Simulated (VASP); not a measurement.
# SiC (P6_3mc) in VASP: single point with HSE06

Aim: the single point of SiC with HSE06.

All numbers are computed with VASP 6.6.1; they aren't measurements. Logs are shortened: lines on timing, memory, paths and dates and some standing lists are left out, and cuts for length are marked.

**1. The cell of the first run**

The structure is hexagonal, space group P6_3mc (No. 186). The conventional cell has a = 3.152 Å, b = 3.152 Å, c = 5.028 Å, α = 90.00°, β = 90.00°, γ = 120.00°. Within 2.5 Å of Si (site symmetry 3m) lie 4 C at 1.90 to 1.92 Å. C (site symmetry 3m) has 4 Si at 1.90 to 1.92 Å within 2.5 Å.

**2. Single point, HSE06 (epitaxial xy strain +2.5%)**

The input, POSCAR:

```
SiC
1.0
    3.1522401494      0.0000000000      0.0000000000
   -1.5761200747      2.7299200482      0.0000000000
    0.0000000000      0.0000000000      5.0283199721
Si C
2 2
Direct
    0.3333333333      0.6666666667     -0.0016257825
    0.6666666667      0.3333333333      0.4983742175
    0.3333333333      0.6666666667      0.3766257825
    0.6666666667      0.3333333333      0.8766257825
```

The input, INCAR.step1:

```
  ALGO = Normal
  EDIFF = 1E-5
  ENCUT = 520
  GGA = PE
  ISIF = 2
  ISMEAR = 0
  LASPH = True
  LREAL = False
  LWAVE = True
  NBANDS = 16
  NELM = 100
  PREC = Accurate
  SIGMA = 0.01
```

The input, INCAR.step2:

```
  ALGO = Normal
  EDIFF = 1E-6
  ENCUT = 520
  GGA = PE
  HFSCREEN = 0.2079
  ISIF = 2
  ISMEAR = 0
  ISTART = 1
  LASPH = True
  LCHARG = True
  LELF = True
  LHFCALC = True
  LREAL = False
  LVHAR = True
  LWAVE = False
  NBANDS = 16
  NELM = 100
  PREC = Accurate
  PRECFOCK = Normal
  SIGMA = 0.01
```

The input, KPOINTS:

```
k-points
0
Gamma
  6 6 4
```

Potentials or basis: VASP PAW PBE potentials, release 64 (Si, C).

The run is started by

```sh
> cat potpaw_PBE.64/Si/POTCAR potpaw_PBE.64/C/POTCAR > POTCAR
> cp INCAR.step1 INCAR
> mpirun -np 1 vasp_std > vasp.out
> cp INCAR.step2 INCAR
> mpirun -np 1 vasp_std > vasp.out
```

OUTCAR:

```text
EDIFF = 1E-6
   ENCUT = 520
   GGA = PE
   HFSCREEN = 0.2079
   ISIF = 2
   ISMEAR = 0
   ISTART = 1
   LASPH = True
   LHFCALC = True
   LREAL = False
   NELM = 100
   PREC = Accurate
   PRECFOCK = Normal

 ion  position               nearest neighbor table
   1  0.333  0.667  0.998-   3 1.90   4 1.92   4 1.92   4 1.92   2 3.10   2 3.10   2 3.10   2 3.10
                             2 3.10   2 3.10
   2  0.667  0.333  0.498-   4 1.90   3 1.92   3 1.92   3 1.92   1 3.10   1 3.10   1 3.10   1 3.10
                             1 3.10   1 3.10
   3  0.333  0.667  0.377-   1 1.90   2 1.92   2 1.92   2 1.92
   4  0.667  0.333  0.877-   2 1.90   1 1.92   1 1.92   1 1.92

  LATTYP: Found a hexagonal cell.
 ALAT       =     3.1522401494
 C/A-ratio  =     1.5951576447

  Lattice vectors:

 A1 = (   3.1522401494,   0.0000000000,   0.0000000000)
 A2 = (  -1.5761200747,   2.7299200482,   0.0000000000)
 A3 = (   0.0000000000,   0.0000000000,   5.0283199721)

Analysis of symmetry for initial positions (statically):
=====================================================================
 Subroutine PRICEL returns:
 Original cell was already a primitive cell.

 Routine SETGRP: Setting up the symmetry group for a
 hexagonal supercell.

 Subroutine GETGRP returns: Found 12 space group operations
 (whereof  6 operations were pure point group operations)
 out of a pool of 24 trial point group operations.

The static configuration has the point symmetry C_3v.
 The point group associated with its full space group is C_6v.

Analysis of symmetry for dynamics (positions and initial velocities):
=====================================================================
 Subroutine PRICEL returns:
 Original cell was already a primitive cell.

 Routine SETGRP: Setting up the symmetry group for a
 hexagonal supercell.

 Subroutine GETGRP returns: Found 12 space group operations
 (whereof  6 operations were pure point group operations)
 out of a pool of 24 trial point group operations.

The dynamic configuration has the point symmetry C_3v.
 The point group associated with its full space group is C_6v.

 Subroutine INISYM returns: Found 12 space group operations
 (whereof  6 operations are pure point group operations),
 and found     1 'primitive' translations

----------------------------------------------------------------------------------------

                                     Primitive cell

  volume of cell :      43.2705

  direct lattice vectors                    reciprocal lattice vectors
     3.152240149  0.000000000  0.000000000     0.317234713  0.183155547  0.000000000
    -1.576120075  2.729920048  0.000000000     0.000000000  0.366311094  0.000000000
     0.000000000  0.000000000  5.028319972     0.000000000  0.000000000  0.198873581

  length of vectors
     3.152240149  3.152240149  5.028319972     0.366311094  0.366311094  0.198873581

  position of ions in fractional coordinates (direct lattice)
     0.333333333  0.666666667  0.998374218
     0.666666667  0.333333333  0.498374218
     0.333333333  0.666666667  0.376625782
     0.666666667  0.333333333  0.876625782

  ion indices of the primitive-cell ions
   primitive index   ion index
                 1           1
                 2           2
                 3           3
                 4           4

----------------------------------------------------------------------------------------

 KPOINTS: k-points

Automatic generation of k-mesh.
 Grid dimensions read from file:
 generate k-points for:    6    6    4

 Generating k-lattice:

  Cartesian coordinates                     Fractional coordinates (reciprocal lattice)
     0.052872452  0.030525925  0.000000000     0.166666667  0.000000000  0.000000000
     0.000000000  0.061051849  0.000000000     0.000000000  0.166666667  0.000000000
     0.000000000  0.000000000  0.049718395     0.000000000  0.000000000  0.250000000

  Length of vectors
     0.061051849  0.061051849  0.049718395

  Shift w.r.t. Gamma in fractional coordinates (k-lattice)
     0.000000000  0.000000000  0.000000000

 Subroutine IBZKPT returns following result:
 ===========================================

 Found     21 irreducible k-points:

 Following reciprocal coordinates:
            Coordinates               Weight
  0.000000  0.000000  0.000000      1.000000
  0.166667  0.000000  0.000000      6.000000
  0.333333  0.000000  0.000000      6.000000
  0.500000  0.000000  0.000000      3.000000
  0.166667  0.166667  0.000000      6.000000
  0.333333  0.166667  0.000000     12.000000
[... 13 lines left out ...]
  0.333333  0.166667  0.500000     12.000000
  0.333333  0.333333  0.500000      2.000000
   k-points           NKPTS =     21   k-points in BZ     NKDIM =    144   number of bands    NBANDS=     16
   number of dos      NEDOS =    301   number of ions     NIONS =      4
   total plane-waves  NPLWV =  23040
   dimension x,y,z NGX =    24 NGY =   24 NGZ =   40
   dimension x,y,z NGXF=    48 NGYF=   48 NGZF=   80
   ions per type =               2   2
   NGX,Y,Z   is equivalent  to a cutoff of  12.66, 12.66, 13.22 a.u.
   NGXF,Y,Z  is equivalent  to a cutoff of  25.31, 25.31, 26.45 a.u.
 SYSTEM =  unknown system
   PREC   = accura    normal or accurate (medium, high low for compatibility)
   ISTART =      1    job   : 0-new  1-cont  2-samecut
   ICHARG =      0    charge: 1-file 2-atom 10-const
   ISPIN  =      1    spin polarized calculation?
   LNONCOLLINEAR =      F non collinear calculations
   LSORBIT =      F    spin-orbit coupling
   LASPH  =      T    aspherical Exc in radial PAW
   ENCUT  =  520.0 eV  38.22 Ry    6.18 a.u.   5.86  5.86  9.35*2*pi/ulx,y,z
   NELM   =    100;   NELMIN=  2; NELMDL=  0     # of ELM steps
   EDIFF  = 0.1E-05   stopping-criterion for ELM
   LREAL  =      F    real-space projection
   EDIFFG = 0.1E-04   stopping-criterion for IOM
   NSW    =      0    number of steps for IOM
   IBRION =     -1    ionic relax: 0-MD 1-quasi-New 2-CG
   NFREE  =      0    steps in history (QN), initial steepest desc. (CG)
   ISIF   =      2    stress and relaxation
   ISYM   =      3    0-nonsym 1-usesym 2-fastsym
   POTIM  = 0.5000    time-step for ionic-motion
   TEBEG  =    0.0;   TEEND  =   0.0 temperature during run
   PSTRESS=    0.0 pullay stress
   NELECT =      16.0000    total number of electrons
   NUPDOWN=      -1.0000    fix difference up-down
   EMIN   =  10.00;   EMAX   =-10.00  energy-range for DOS
   EFERMI =   0.00;   METHOD = LEGACY
   ISMEAR =     0;   SIGMA  =   0.01  broadening in eV -4-tet -1-fermi 0-gaus
   EFERMI_NEDOS =   21; number of points for ismear=-14 and -15
   IALGO  =     38    algorithm
   IMIX   =      1    mixing-type and parameters
     AMIX     =   0.40;   BMIX     =  1.00
     AMIX_MAG =   1.60;   BMIX_MAG =  1.00
  volume/ion in A,a.u.               =      10.82        73.00
  Fermi-wavevector in a.u.,A,eV,Ry     =   1.175035  2.220494 18.785661  1.380707
  Thomas-Fermi vector in A             =   2.311422
   LORBIT       =      0    0 simple, 1 ext, 2 COOP (PROOUT), +10 PAW based schemes
   GGA     = PE    functional components
   LHFCALC =     T    Hartree Fock is set to
   PRECFOCK=normal    Normal, Fast or Accurate (Low or Medium for compatibility)
   ENCUT4O =  -1.0   cutoff for four orbital integrals eV
   NKREDX  =     1    reduce k-point grid by
   NKREDY  =     1    reduce k-point grid by
   NKREDZ  =     1    reduce k-point grid by
   AEXX    =    0.2500 exact exchange contribution
   HFSCREEN=    0.2079 screening length (either q_TF or 0.3 A-1)
   HFSCREENC=   0.2079 screening length for correlation (either q_TF or 0.3 A-1)
   ENCUTFOCK=  -1.0 apply spherical cutoff to Coloumb kernel
   IVDW    =     0    specifies the selected vdW correction
   LEPSILON=     F    determine dielectric tensor
   LRPA    =     F    only Hartree local field effects (RPA)
 non-spin polarized calculation
 Gauss-broadening in eV      SIGMA  =   0.01
  energy-cutoff  :      520.00
  volume of cell :       43.27
 maximum number of plane-waves:      1194
 NGX is ok and might be reduce to    24
  NGX = 18; NGY = 18; NGZ = 30

 number of electron      16.0000001 magnetization

 Free energy of the ion-electron system (eV)
  ---------------------------------------------------
  ext. energy  EPLUGINS =         0.00000000
  ---------------------------------------------------
  free energy    TOTEN  =       -34.71909410 eV

  energy without entropy =      -34.71909410  energy(sigma->0) =      -34.71909410

 E-fermi :   7.2679     XC(G=0):  -9.1981

 val. band max:        7.2166215440   @ k =   0.0000   0.0000   0.0000
 cond. band min:      10.5388744922   @ k =   0.3333   0.3333   0.0000
 fundamental gap:      3.3222529482
 Fermi energy:         7.2679250253

 k-point     1 :       0.0000    0.0000    0.0000
  band No.  band energies     occupation
      1      -9.6259      2.00000
      2      -5.7266      2.00000
      3      -2.0127      2.00000
      4       5.5431      2.00000
      5       5.5431      2.00000
      6       7.1273      2.00000
[... 8 lines left out ...]
     15      17.1216      0.00000
     16      19.8928      0.00000

 k-point     2 :       0.1667    0.0000    0.0000
  band No.  band energies     occupation
      1      -9.1348      2.00000
      2      -5.3259      2.00000
      3      -1.5725      2.00000
      4       3.2822      2.00000
      5       4.8381      2.00000
      6       5.4408      2.00000
[... 8 lines left out ...]
     15      17.7555      0.00000
     16      18.1280      0.00000

 k-point     3 :       0.3333    0.0000    0.0000
  band No.  band energies     occupation
      1      -7.7372      2.00000
      2      -4.4337      2.00000
      3      -0.8493      2.00000
      4       0.6099      2.00000
      5       2.4938      2.00000
      6       3.8481      2.00000
[... 8 lines left out ...]
     15      19.2049      0.00000
     16      20.4886      0.00000
[... 305 lines left out ...]
 k-point    20 :       0.3333    0.1667    0.5000
  band No.  band energies     occupation
      1      -5.4738      2.00000
      2      -5.4738      2.00000
      3      -0.9487      2.00000
      4      -0.9487      2.00000
      5       2.8219      2.00000
      6       2.8219      2.00000
[... 8 lines left out ...]
     15      19.8350      0.00000
     16      19.8350      0.00000

 k-point    21 :       0.3333    0.3333    0.5000
  band No.  band energies     occupation
      1      -4.7421      2.00000
      2      -4.7421      2.00000
      3      -1.2385      2.00000
      4      -1.2385      2.00000
      5       1.2986      2.00000
      6       1.2986      2.00000
[... 8 lines left out ...]
     15      19.8231      0.00000
     16      19.8231      0.00000

------------------------ aborting loop because EDIFF is reached ----------------------------------------

  FORCE on cell =-STRESS in cart. coord.  units (eV):
  Direction    XX          YY          ZZ          XY          YZ          ZX
  --------------------------------------------------------------------------------------
  -------------------------------------------------------------------------------------
  Total       -4.2013085     -4.2013085     -0.5146540      0.0000000      0.0000000      0.0000000
  in kB     -155.5618230   -155.5618230    -19.0560911      0.0000000      0.0000000      0.0000000
  external PRESSURE =    -110.0599124 kB  Pullay stress =       0.0000000 kB

 VOLUME and BASIS-vectors are now :
 -----------------------------------------------------------------------------
  energy-cutoff  :      520.00
  volume of cell :       43.27
      direct lattice vectors                 reciprocal lattice vectors
     3.152240149  0.000000000  0.000000000     0.317234713  0.183155547  0.000000000
    -1.576120075  2.729920048  0.000000000     0.000000000  0.366311094  0.000000000
     0.000000000  0.000000000  5.028319972     0.000000000  0.000000000  0.198873581

 POSITION                                       TOTAL-FORCE (eV/Angst)
 -----------------------------------------------------------------------------------
     -0.00000      1.81995      5.02015         0.000000     -0.000000     -0.032081
      1.57612      0.90997      2.50599        -0.000000      0.000000     -0.032081
     -0.00000      1.81995      1.89379         0.000000     -0.000000      0.032081
      1.57612      0.90997      4.40795        -0.000000      0.000000      0.032081
 -----------------------------------------------------------------------------------
    total drift:                                0.000000      0.000001      0.000039

  FREE ENERGIE OF THE ION-ELECTRON SYSTEM (eV)
  ---------------------------------------------------
  free  energy   TOTEN  =       -34.7190940987 eV

  energy  without entropy=      -34.7190940987  energy(sigma->0) =      -34.71909410
```

Run time: 18 min. Hardware: 1 thread of Intel Xeon Platinum 8488C (Sapphire Rapids), shared host; peak memory 0.26 GiB.

Results:

```yaml
Free_energy: -34.7191 eV
Pressure: -11.0 GPa
Largest_force: 0.032 eV/Å
Band_gap_on_the_k_mesh: 3.32 eV (least direct gap 4.70 eV)
```

Forces in eV/Å, atoms in the order of the input:
```
Si   0.000  0.000 -0.032
Si   0.000  0.000 -0.032
C    0.000  0.000  0.032
C    0.000  0.000  0.032
```

Caveat: the cell differs from its parent crystal (epitaxial xy strain +2.5%); the stress differs along the axes, from -16 to -2 GPa; the PAW data sets were made with another functional, which shifts forces and pressure a little.
